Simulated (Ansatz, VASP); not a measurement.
Mg2Sn: VASP beside Ansatz

The input POSCAR:

```
Mg2Sn
1.0
    0.0000000000      3.3799352826      3.3799352826
    3.3799352826      0.0000000000      3.3799352826
    3.3799352826      3.3799352826      0.0000000000
Sn Mg
1 2
Direct
    0.0000000000      0.0000000000      0.0000000000
    0.2500000000      0.2500000000      0.2500000000
    0.7500000000      0.7500000000      0.7500000000
```

Contents of INCAR.step1:

```
PREC     = Accurate       # precision mode
ENCUT    = 920            # plane-wave cutoff, eV
ISMEAR   = -1             # smearing method
SIGMA    = 0.02           # smearing width, eV
LREAL    = F              # projectors in reciprocal space
LASPH    = T              # aspherical terms in the spheres
NELM     = 120            # most SCF steps
NBANDS   = 24             # bands
GGA      = PE             # functional
ALGO     = Normal         # electronic algorithm
EDIFF    = 1E-5           # SCF threshold, eV
LWAVE    = T              # write WAVECAR
LCHARG   = F              # write CHGCAR
GGA_COMPAT= F
```

The input INCAR.step2:

```
PREC     = Accurate       # precision mode
ENCUT    = 920            # plane-wave cutoff, eV
EDIFF    = 1E-6           # SCF threshold, eV
ISMEAR   = -1             # smearing method
SIGMA    = 0.02           # smearing width, eV
LREAL    = F              # projectors in reciprocal space
LASPH    = T              # aspherical terms in the spheres
NELM     = 120            # most SCF steps
ALGO     = Normal         # electronic algorithm
ISIF     = 2              # what is computed and relaxed
LWAVE    = F              # write WAVECAR
LCHARG   = F              # write CHGCAR
METAGGA  = R2SCAN         # meta-GGA
LMIXTAU  = T            
NBANDS   = 24             # bands
ISTART   = 1            
GGA_COMPAT= F
```

File KPOINTS:

```
regular mesh
0
Gamma
  6 6 6
```

Input for Ansatz:

```yaml
crystal:
  lattice:
    - [0.0, 3.3799352826, 3.3799352826]
    - [3.3799352826, 0.0, 3.3799352826]
    - [3.3799352826, 3.3799352826, 0.0]
  atoms:
    - { symbol: Sn, position: [0.0, 0.0, 0.0] }
    - { symbol: Mg, position: [0.25, 0.25, 0.25] }
    - { symbol: Mg, position: [0.75, 0.75, 0.75] }
kpoints:
  mp_grid: { grid: [6, 6, 6] }
  band_path:
    path:
      - [0.0, 0.0, 0.0]
      - [0.5, 0.0, 0.5]
      - [0.625, 0.25, 0.625]
      - [0.375, 0.375, 0.75]
      - [0.5, 0.5, 0.5]
      - [0.5, 0.25, 0.75]
    npoints: 1
hamiltonian:
  xc: r2scan
scf:
  occupations: { method: fermi_dirac, width: 0.02 }
  n_extra_bands: 4
output:
  forces: true
  stress: true
  eigenvalues: true
```

Alike in both runs: task single point; functional r2SCAN; k mesh 6 × 6 × 6; occupations fermi-dirac, width 0.02 eV; no spin polarisation.

```csv
,VASP,Ansatz
version,VASP 6.6.1,Ansatz 0.2.0
potentials or method,"VASP PAW PBE potentials, release 64 (Sn_d, Mg_sv)","plane waves, PAW"
plane-wave cutoff (eV),920,500
valence electrons in the cell,34,34
```

|  | VASP | Ansatz | Ansatz less VASP |
| --- | --- | --- | --- |
| pressure (GPa) | 0.1 | 0.0 | -0.07 |

VASP's potentials were made for PBE, not for r2SCAN.
